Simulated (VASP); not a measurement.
# Mg3Te (I4/mmm) in VASP: notebook

The runs below take Mg3Te through single point, with PBE.

All numbers are computed with VASP 6.6.1; they aren't measurements. Logs are shortened: lines on timing, memory, paths and dates and some standing lists are left out, and cuts for length are marked.

**1. The cell of the first run**

It takes space group I4/mmm (No. 139, tetragonal). The conventional cell has a = 4.279 Å, b = 4.279 Å, c = 10.565 Å, α = 90.00°, β = 90.00°, γ = 90.00°. Mg (site symmetry 4/mmm) has 4 Te at 3.03 Å and 8 Mg at 3.40 Å within 4.0 Å. Mg (site symmetry -4m2) has 8 Mg at 3.03 to 3.40 Å and 4 Te at 3.40 Å within 4.0 Å. Within 4.0 Å of Te (site symmetry 4/mmm) lie 12 Mg at 3.03 to 3.40 Å.

**2. Single point, PBE**

File INCAR:

```
SYSTEM = Mg3Te
  ALGO = Normal
  EDIFF = 1E-6
  ENCUT = 520
  GGA = PE
  ISIF = 2
  ISMEAR = 0
  ISYM = 0
  LASPH = .TRUE.
  LCHARG = .FALSE.
  LREAL = .FALSE.
  LWAVE = .FALSE.
  NBANDS = 14
  NELM = 100
  PREC = Accurate
  SIGMA = 0.1
```

File KPOINTS:

```
k-points
0
G
  4 1 1
  0 0 0
```

File POSCAR:

```
Mg3Te
1.0
   -2.1393600000      2.1393600000      5.2824880000
    2.1393600000     -2.1393600000      5.2824880000
    2.1393600000      2.1393600000     -5.2824880000
Mg Te
3 1
Direct
    0.5000000000      0.5000000000      0.0000000000
    0.7500000000      0.2500000000      0.5000000000
    0.2500000000      0.7500000000      0.5000000000
    0.0000000000      0.0000000000      0.0000000000
```

Potentials or basis: VASP PAW PBE potentials, release 64 (Mg, Te).

Command:

```console
> cat potpaw_PBE.64/Mg/POTCAR potpaw_PBE.64/Te/POTCAR > POTCAR
> mpirun -np 1 vasp_std > vasp.out
```

OUTCAR:

```text
SYSTEM = Mg3Te
   EDIFF = 1E-6
   ENCUT = 520
   GGA = PE
   ISIF = 2
   ISMEAR = 0
   ISYM = 0
   LASPH = .TRUE.
   LREAL = .FALSE.
   NELM = 100
   PREC = Accurate

 ion  position               nearest neighbor table
   1  0.500  0.500  0.000-   4 3.03   4 3.03   4 3.03   4 3.03   3 3.40   2 3.40   3 3.40   2 3.40
                             3 3.40   3 3.40   2 3.40   2 3.40
   2  0.750  0.250  0.500-   3 3.03   3 3.03   3 3.03   3 3.03   4 3.40   1 3.40   4 3.40   4 3.40
                             1 3.40   1 3.40   4 3.40   1 3.40
   3  0.250  0.750  0.500-   2 3.03   2 3.03   2 3.03   2 3.03   4 3.40   1 3.40   4 3.40   1 3.40
                             4 3.40   4 3.40   1 3.40   1 3.40
   4  0.000  0.000  0.000-   1 3.03   1 3.03   1 3.03   1 3.03   3 3.40   2 3.40   3 3.40   3 3.40
                             2 3.40   2 3.40   3 3.40   2 3.40

IMPORTANT INFORMATION: All symmetrisations will be switched off!
NOSYMM: (Re-)initialisation of all symmetry stuff for point group C_1.

----------------------------------------------------------------------------------------

                                     Primitive cell

  volume of cell :      96.7089

  direct lattice vectors                    reciprocal lattice vectors
    -2.139360000  2.139360000  5.282488000     0.000000000  0.233714756  0.094652368
     2.139360000 -2.139360000  5.282488000     0.233714756  0.000000000  0.094652368
     2.139360000  2.139360000 -5.282488000     0.233714756  0.233714756  0.000000000

  length of vectors
     6.087561243  6.087561243  6.087561243     0.252154036  0.252154036  0.330522577

  position of ions in fractional coordinates (direct lattice)
     0.500000000  0.500000000  0.000000000
     0.750000000  0.250000000  0.500000000
     0.250000000  0.750000000  0.500000000
     0.000000000  0.000000000  0.000000000

  ion indices of the primitive-cell ions
   primitive index   ion index
                 1           1
                 2           2
                 3           3
                 4           4

----------------------------------------------------------------------------------------

 KPOINTS: k-points

Automatic generation of k-mesh.
 Grid dimensions read from file:
 generate k-points for:    4    1    1

 Generating k-lattice:

  Cartesian coordinates                     Fractional coordinates (reciprocal lattice)
     0.000000000  0.058428689  0.023663092     0.250000000  0.000000000  0.000000000
     0.233714756  0.000000000  0.094652368     0.000000000  1.000000000  0.000000000
     0.233714756  0.233714756  0.000000000     0.000000000  0.000000000  1.000000000

  Length of vectors
[... 71 lines left out ...]
   EFERMI_NEDOS =   21; number of points for ismear=-14 and -15
   IALGO  =     38    algorithm
   IMIX   =      4    mixing-type and parameters
     AMIX     =   0.40;   BMIX     =  1.00
     AMIX_MAG =   1.60;   BMIX_MAG =  1.00
  volume/ion in A,a.u.               =      24.18       163.16
  Fermi-wavevector in a.u.,A,eV,Ry     =   0.816544  1.543045  9.071614  0.666745
  Thomas-Fermi vector in A             =   1.926832
   LORBIT       =      0    0 simple, 1 ext, 2 COOP (PROOUT), +10 PAW based schemes
   GGA     = PE    functional components
   LHFCALC =     F    Hartree Fock is set to
   AEXX    =    0.0000 exact exchange contribution
   IVDW    =     0    specifies the selected vdW correction
   LEPSILON=     F    determine dielectric tensor
   LRPA    =     F    only Hartree local field effects (RPA)
 non-spin polarized calculation
 Gauss-broadening in eV      SIGMA  =   0.10
  energy-cutoff  :      520.00
  volume of cell :       96.71
 maximum number of plane-waves:      2604
 NGX is ok and might be reduce to    48
   NGX = 23   NGY = 23   NGZ = 23

 number of electron      12.0000000 magnetization

 Free energy of the ion-electron system (eV)
  ---------------------------------------------------
  ext. energy  EPLUGINS =         0.00000000
  ---------------------------------------------------
  free energy    TOTEN  =        -6.95798151 eV

  energy without entropy =       -6.95798006  energy(sigma->0) =       -6.95798078

 E-fermi :   5.3000     XC(G=0):  -8.8838

 val. band max:        4.9857934786   @ k =   0.0000   0.0000   0.0000
 cond. band min:       5.6143220325   @ k =   0.5000   0.0000   0.0000
 fundamental gap:      0.6285285539
 Fermi energy:         5.3000494890

 k-point     1 :       0.0000    0.0000    0.0000
  band No.  band energies     occupation
      1      -7.2003      2.00000
      2       0.1864      2.00000
      3       0.5582      2.00000
      4       2.3400      2.00000
      5       2.3781      2.00000
      6       4.9858      1.99999
      7       5.6984      0.00000
      8       6.0003      0.00000
      9       6.0065      0.00000
     10       6.6000      0.00000
     11       8.0286      0.00000
     12      11.0948      0.00000
     13      11.1776      0.00000
     14      11.3218      0.00000
[... 20 lines left out ...]
      1      -6.6372      2.00000
      2      -1.3324      2.00000
      3       0.4447      2.00000
      4       1.3896      2.00000
      5       2.8047      2.00000
      6       4.8919      2.00000
      7       5.6143      0.00001
      8       6.8941      0.00000
      9       7.2754      0.00000
     10       7.5638      0.00000
     11       8.4916      0.00000
     12       9.2090      0.00000
     13       9.7151      0.00000
     14      10.4211      0.00000

------------------------ aborting loop because EDIFF is reached ----------------------------------------

  FORCE on cell =-STRESS in cart. coord.  units (eV):
  Direction    XX          YY          ZZ          XY          YZ          ZX
  --------------------------------------------------------------------------------------
  -------------------------------------------------------------------------------------
  Total       -4.6748879      4.0091795      9.8486050     -0.0000001     -1.1575852      0.0000002
  in kB      -77.4489498     66.4201460    163.1620110     -0.0000017    -19.1777347      0.0000040
  external PRESSURE =      50.7110691 kB  Pullay stress =       0.0000000 kB

 VOLUME and BASIS-vectors are now :
 -----------------------------------------------------------------------------
  energy-cutoff  :      520.00
  volume of cell :       96.71
      direct lattice vectors                 reciprocal lattice vectors
    -2.139360000  2.139360000  5.282488000     0.000000000  0.233714756  0.094652368
     2.139360000 -2.139360000  5.282488000     0.233714756  0.000000000  0.094652368
     2.139360000  2.139360000 -5.282488000     0.233714756  0.233714756  0.000000000

 POSITION                                       TOTAL-FORCE (eV/Angst)
 -----------------------------------------------------------------------------------
      0.00000      0.00000      5.28249         0.000000     -0.000000      0.000000
      0.00000      2.13936      2.64124         0.000000      0.069798     -0.145763
      2.13936      0.00000      2.64124         0.000000     -0.069799      0.145763
      0.00000      0.00000      0.00000        -0.000001      0.000001     -0.000001
 -----------------------------------------------------------------------------------
    total drift:                               -0.000001      0.000001     -0.000001

  FREE ENERGIE OF THE ION-ELECTRON SYSTEM (eV)
  ---------------------------------------------------
  free  energy   TOTEN  =        -6.9579815105 eV

  energy  without entropy=       -6.9579800584  energy(sigma->0) =       -6.95798078
```

OSZICAR:

```text
N       E                     dE             d eps       ncg     rms          rms(c)
DAV:   1     0.246159498105E+02    0.24616E+02   -0.41316E+03    84   0.634E+02
DAV:   2    -0.555340341409E+01   -0.30169E+02   -0.28173E+02   102   0.885E+01
DAV:   3    -0.726409779498E+01   -0.17107E+01   -0.16999E+01   108   0.196E+01
DAV:   4    -0.728177792777E+01   -0.17680E-01   -0.17677E-01    96   0.250E+00
DAV:   5    -0.728204688513E+01   -0.26896E-03   -0.26896E-03   120   0.332E-01    0.961E+00
DAV:   6    -0.699772888560E+01    0.28432E+00   -0.38481E-01    96   0.259E+00    0.537E+00
DAV:   7    -0.696125462488E+01    0.36474E-01   -0.31799E-01   102   0.234E+00    0.958E-01
DAV:   8    -0.695782558652E+01    0.34290E-02   -0.44421E-02    90   0.104E+00    0.635E-01
DAV:   9    -0.695768664697E+01    0.13894E-03   -0.27417E-03    90   0.309E-01    0.248E-01
DAV:  10    -0.695795956681E+01   -0.27292E-03   -0.79417E-04    84   0.166E-01    0.544E-02
DAV:  11    -0.695796285264E+01   -0.32858E-05   -0.14228E-05   114   0.195E-02    0.393E-02
DAV:  12    -0.695797982549E+01   -0.16973E-04   -0.19477E-05    84   0.261E-02    0.370E-02
DAV:  13    -0.695798124657E+01   -0.14211E-05   -0.16002E-06    96   0.651E-03    0.121E-02
DAV:  14    -0.695798151049E+01   -0.26392E-06   -0.47859E-07    48   0.322E-03
   1 F= -.69579815E+01 E0= -.69579808E+01  d E =-.145212E-05
```

Run time: 16 s. Hardware: 1 thread of Intel Xeon Platinum 8375C at 2.90GHz (Ice Lake), shared host; peak memory 0.3 GiB.

Results:

| Item | Value |
| --- | --- |
| Free energy | -6.9580 eV |
| Pressure | 5.1 GPa |
| Largest force | 0.162 eV/Å |
| Band gap on the k mesh | 0.63 eV, indirect (least direct gap 0.71 eV) |

Forces on the atoms (eV/Å):
```
Mg   0.000  0.000  0.000
Mg   0.000  0.070 -0.146
Mg   0.000 -0.070  0.146
Te   0.000  0.000  0.000
```

Caveat: the k points lie up to 2.08 Å⁻¹ apart; spin-orbit coupling is left out, which moves the levels of the heavy elements. A k mesh can miss the band edges.

**3. Single point, PBE**

File INCAR:

```
ALGO     = Fast           # electronic algorithm
EDIFF    = 1E-7           # SCF threshold, eV
ENCUT    = 520            # plane-wave cutoff, eV
GGA      = PE             # functional
ISIF     = 2              # what is computed and relaxed
ISMEAR   = 0              # smearing method
LASPH    = True           # aspherical terms in the spheres
LCHARG   = False          # write CHGCAR
LREAL    = False          # projectors in reciprocal space
LWAVE    = False          # write WAVECAR
NBANDS   = 14             # bands
NELM     = 100            # most SCF steps
PREC     = Accurate       # precision mode
SIGMA    = 0.1            # smearing width, eV
```

File KPOINTS:

```
k-points
0
Gamma
  2 2 2
```

POSCAR is that of step 2.

Potentials or basis: VASP PAW PBE potentials, release 64 (Mg, Te).

Command:

```console
> cat potpaw_PBE.64/Mg/POTCAR potpaw_PBE.64/Te/POTCAR > POTCAR
> mpirun -np 1 vasp_std > vasp.out
```

OUTCAR:

```text
EDIFF = 1E-7
   ENCUT = 520
   GGA = PE
   ISIF = 2
   ISMEAR = 0
   LASPH = True
   LREAL = False
   NELM = 100
   PREC = Accurate

 ion  position               nearest neighbor table
   1  0.500  0.500  0.000-   4 3.03   4 3.03   4 3.03   4 3.03   3 3.40   2 3.40   3 3.40   2 3.40
                             3 3.40   3 3.40   2 3.40   2 3.40
   2  0.750  0.250  0.500-   3 3.03   3 3.03   3 3.03   3 3.03   4 3.40   1 3.40   4 3.40   4 3.40
                             1 3.40   1 3.40   4 3.40   1 3.40
   3  0.250  0.750  0.500-   2 3.03   2 3.03   2 3.03   2 3.03   4 3.40   1 3.40   4 3.40   1 3.40
                             4 3.40   4 3.40   1 3.40   1 3.40
   4  0.000  0.000  0.000-   1 3.03   1 3.03   1 3.03   1 3.03   3 3.40   2 3.40   3 3.40   3 3.40
                             2 3.40   2 3.40   3 3.40   2 3.40

  LATTYP: Found a body centered tetragonal cell.
 ALAT       =     4.2787200000
 C/A-ratio  =     2.4691907860

  Lattice vectors:

 A1 = (  -2.1393600000,   2.1393600000,   5.2824880000)
 A2 = (   2.1393600000,  -2.1393600000,   5.2824880000)
 A3 = (   2.1393600000,   2.1393600000,  -5.2824880000)

Analysis of symmetry for initial positions (statically):
=====================================================================
 Subroutine PRICEL returns:
 Original cell was already a primitive cell.

 Routine SETGRP: Setting up the symmetry group for a
 body centered tetragonal supercell.

 Subroutine GETGRP returns: Found 16 space group operations
 (whereof 16 operations were pure point group operations)
 out of a pool of 16 trial point group operations.

The static configuration has the point symmetry D_4h.

Analysis of symmetry for dynamics (positions and initial velocities):
=====================================================================
 Subroutine PRICEL returns:
 Original cell was already a primitive cell.

 Routine SETGRP: Setting up the symmetry group for a
 body centered tetragonal supercell.

 Subroutine GETGRP returns: Found 16 space group operations
 (whereof 16 operations were pure point group operations)
 out of a pool of 16 trial point group operations.
[... 120 lines left out ...]
 maximum number of plane-waves:      2624
 NGX is ok and might be reduce to    48
   NGX = 23   NGY = 23   NGZ = 23

 number of electron      12.0000000 magnetization

 Free energy of the ion-electron system (eV)
  ---------------------------------------------------
  ext. energy  EPLUGINS =         0.00000000
  ---------------------------------------------------
  free energy    TOTEN  =        -7.80688339 eV

  energy without entropy =       -7.78525047  energy(sigma->0) =       -7.79606693

 E-fermi :   4.9057     XC(G=0):  -8.9094

 val. band max:        4.8228209397   @ k =   0.5000   0.0000   0.0000
 cond. band min:       4.9103822851   @ k =   0.0000   0.0000   0.0000
 fundamental gap:      0.0875613453
 Fermi energy:         4.9057161562

 k-point     1 :       0.0000    0.0000    0.0000
  band No.  band energies     occupation
      1      -7.4769      2.00000
      2       0.2368      2.00000
      3       0.4405      2.00000
      4       2.1197      2.00000
      5       2.1197      2.00000
      6       4.9104      0.94739
      7       5.7741      0.00000
      8       6.0747      0.00000
      9       6.0747      0.00000
     10       6.4267      0.00000
     11       8.0706      0.00000
     12      11.0825      0.00000
     13      11.0825      0.00000
     14      11.2648      0.00000
[... 37 lines left out ...]
      1      -7.3429      2.00000
      2      -1.8842      2.00000
      3       1.8981      2.00000
      4       1.8981      2.00000
      5       3.1560      2.00000
      6       5.0746      0.01690
      7       5.7502      0.00000
      8       7.7689      0.00000
      9       7.7689      0.00000
     10       7.9145      0.00000
     11       9.5614      0.00000
     12       9.5614      0.00000
     13       9.6469      0.00000
     14      10.0075      0.00000

------------------------ aborting loop because EDIFF is reached ----------------------------------------

  FORCE on cell =-STRESS in cart. coord.  units (eV):
  Direction    XX          YY          ZZ          XY          YZ          ZX
  --------------------------------------------------------------------------------------
  -------------------------------------------------------------------------------------
  Total        1.4650683      1.4650683      1.3135256      0.0000000     -0.0000000      0.0000000
  in kB       24.2718114     24.2718114     21.7612011      0.0000000     -0.0000000      0.0000000
  external PRESSURE =      23.4349413 kB  Pullay stress =       0.0000000 kB

 VOLUME and BASIS-vectors are now :
 -----------------------------------------------------------------------------
  energy-cutoff  :      520.00
  volume of cell :       96.71
      direct lattice vectors                 reciprocal lattice vectors
    -2.139360000  2.139360000  5.282488000     0.000000000  0.233714756  0.094652368
     2.139360000 -2.139360000  5.282488000     0.233714756  0.000000000  0.094652368
     2.139360000  2.139360000 -5.282488000     0.233714756  0.233714756  0.000000000

 POSITION                                       TOTAL-FORCE (eV/Angst)
 -----------------------------------------------------------------------------------
      0.00000      0.00000      5.28249        -0.000000     -0.000000     -0.000000
      0.00000      2.13936      2.64124         0.000000     -0.000000      0.000000
      2.13936      0.00000      2.64124         0.000000      0.000000      0.000000
      0.00000      0.00000      0.00000        -0.000000     -0.000000     -0.000000
 -----------------------------------------------------------------------------------
    total drift:                                0.000000     -0.000000     -0.000000

  FREE ENERGIE OF THE ION-ELECTRON SYSTEM (eV)
  ---------------------------------------------------
  free  energy   TOTEN  =        -7.8068833855 eV

  energy  without entropy=       -7.7852504684  energy(sigma->0) =       -7.79606693
```

OSZICAR:

```text
N       E                     dE             d eps       ncg     rms          rms(c)
DAV:   1     0.231089283763E+02    0.23109E+02   -0.39712E+03   112   0.639E+02
DAV:   2    -0.614130181600E+01   -0.29250E+02   -0.27108E+02   150   0.894E+01
DAV:   3    -0.796768049586E+01   -0.18264E+01   -0.17913E+01   148   0.186E+01
DAV:   4    -0.798560127028E+01   -0.17921E-01   -0.17917E-01   136   0.244E+00
DAV:   5    -0.798585971183E+01   -0.25844E-03   -0.25844E-03   142   0.320E-01    0.525E+00
RMM:   6    -0.783893381597E+01    0.14693E+00   -0.14800E-01   112   0.134E+00    0.338E+00
RMM:   7    -0.781160333157E+01    0.27330E-01   -0.92133E-02   116   0.118E+00    0.955E-01
RMM:   8    -0.780698405102E+01    0.46193E-02   -0.78742E-03   116   0.453E-01    0.167E-01
RMM:   9    -0.780688643039E+01    0.97621E-04   -0.61749E-04   131   0.160E-01    0.751E-02
RMM:  10    -0.780688302008E+01    0.34103E-05   -0.13408E-04   136   0.696E-02    0.326E-02
RMM:  11    -0.780688378140E+01   -0.76132E-06   -0.17591E-05   134   0.267E-02    0.138E-02
RMM:  12    -0.780688366388E+01    0.11752E-06   -0.50141E-06   132   0.131E-02    0.482E-03
RMM:  13    -0.780688331964E+01    0.34424E-06   -0.89420E-07   132   0.598E-03    0.104E-03
RMM:  14    -0.780688338551E+01   -0.65866E-07   -0.17259E-07    94   0.266E-03
   1 F= -.78068834E+01 E0= -.77960669E+01  d E =-.216329E-01
```

Run time: 19 s. Hardware: 1 thread of Intel Xeon Platinum 8375C at 2.90GHz (Ice Lake), shared host; peak memory 0.3 GiB.

Results:

```yaml
Free_energy: -7.8069 eV
Pressure: 2.3 GPa
Band_gap_on_the_k_mesh: zero (band 6 reaches 5.07 eV, above the bottom of band 7 at 4.43 eV)
```

Caveat: the k points lie up to 1.04 Å⁻¹ apart; spin-orbit coupling is left out, which moves the levels of the heavy elements.
